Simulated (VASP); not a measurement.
HfC5, 6 atoms in the cell. The structure is orthorhombic, space group Immm (No. 71). Conventional cell: a = 4.882 Å, b = 5.905 Å, c = 6.795 Å, α = 90.00°, β = 90.00°, γ = 90.00°. Hf (site symmetry mmm) has 2 C at 1.67 Å within 2.2 Å. Within 2.1 Å of C (site symmetry 2mm) lie 3 C at 1.55 to 1.73 Å and 1 Hf at 1.67 Å. Within 2.3 Å of C (site symmetry mm2) lie 3 C at 1.73 to 1.85 Å. Within 2.5 Å of C (site symmetry mmm) lie 2 C at 1.85 Å. The cell was generated, and may not be a known phase.

```yaml
Program: VASP 6.6.1
Task: relaxation of cell and atoms
Functional: PBE
Potentials_or_basis: VASP PAW PBE potentials, release 64 (Hf_pv, C)
Cutoff: 600 eV
k_mesh: 4 × 4 × 4
Occupations: gaussian, width 0.1 eV
Spin: no spin polarisation
Dipole_correction: no
Further_INCAR_settings: ALGO = Normal; EDIFF = 1e-06; IBRION = 2; EDIFFG = -0.04; NSW = 90; ISIF = 3
```

Potentials or basis: VASP PAW PBE potentials, release 64 (Hf_pv, C).

The run is started by

```bash
$ cat potpaw_PBE.64/Hf_pv/POTCAR potpaw_PBE.64/C/POTCAR > POTCAR
$ mpirun -np 1 vasp_std > vasp.out
```

Hardware: 1 thread of AMD EPYC 9R45 96-Core Processor (Zen 5), with other jobs on the host.

Task: How long does it take, and how much memory?

Result: Run time: 7.3 min on 1 thread of AMD EPYC 9R45 96-Core Processor (Zen 5) (shared host), peak memory 0.27 GiB. Counts: scf iterations 206, k points 18, ion steps 23.
